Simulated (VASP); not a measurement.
Set up this calculation in VASP 6.6.1, as the native input.

```
Task                    : single point
Functional              : PBE
Potentials or basis     : VASP PAW PBE potentials, release 64 (Rb_sv)
Cutoff                  : 520 eV
k mesh                  : 7 × 7 × 2
Occupations             : fermi-dirac, width 0.1 eV
Spin                    : no spin polarisation
Dipole correction       : no
k mesh for the DOS      : 11 × 11 × 3
Occupations for the DOS : tetrahedron
Further INCAR settings  : ALGO = Normal; EDIFF = 1e-07
```

Rb:

```
Rb
1.0
     5.03735    0.00000    0.00000
    -2.51867    4.36247    0.00000
     0.00000    0.00000   16.66862
Rb
4
Cartesian
  0.0000 0.0000 0.0000
  0.0000 0.0000 8.3343
  0.0000 2.9083 4.1672
  2.5187 1.4542 12.5015
```

This isn't the form of Rb at room conditions, which is bcc.

These files were run (other wordings do the same):

POSCAR

```
Rb
1.0
    5.0373491076      0.0000000000      0.0000000000
   -2.5186745538      4.3624722948      0.0000000000
    0.0000000000      0.0000000000     16.6686196506
Rb
4
Direct
    0.0000000000      0.0000000000      0.0000000000
    0.0000000000      0.0000000000      0.5000000000
    0.3333333333      0.6666666667      0.2500000000
    0.6666666667      0.3333333333      0.7500000000
```

INCAR.step1

```
SYSTEM = Rb
ALGO = Normal ; EDIFF = 1E-7
ENCUT = 520 ; GGA = PE
ISIF = 2 ; ISMEAR = -1
LASPH = .True. ; LCHARG = .True.
LREAL = .False. ; LWAVE = .False.
NBANDS = 26 ; NELM = 100
PREC = Accurate ; SIGMA = 0.1
```

KPOINTS.step1

```
k-points
0
Gamma
  7 7 2
  0 0 0
```

INCAR.step2

```
SYSTEM = Rb
ALGO = Normal ; EDIFF = 1E-7
ENCUT = 520 ; GGA = PE
ICHARG = 11 ; ISIF = 2
ISMEAR = -5 ; LASPH = .True.
LCHARG = .False. ; LORBIT = 10
LREAL = .False. ; LWAVE = .False.
NEDOS = 2001 ; NELM = 100
PREC = Accurate ; SIGMA = 0.1
```

KPOINTS.step2

```
k-points
0
Gamma
  11 11 3
  0 0 0
```

Potentials or basis: VASP PAW PBE potentials, release 64 (Rb_sv).

The run is started by

```console
$ cat potpaw_PBE.64/Rb_sv/POTCAR > POTCAR
$ cp INCAR.step1 INCAR
$ cp KPOINTS.step1 KPOINTS
$ mpirun -np 1 vasp_std > vasp.out
$ cp INCAR.step2 INCAR
$ cp KPOINTS.step2 KPOINTS
$ mpirun -np 1 vasp_std > vasp.out
```

Results of the run:

The valence electrons inside the program's atomic spheres are Rb 7.29.

It took 4.7 min on 1 thread of Intel(R) Xeon(R) Platinum 8488C (Sapphire Rapids) (shared host), peak memory 0.52 GiB.
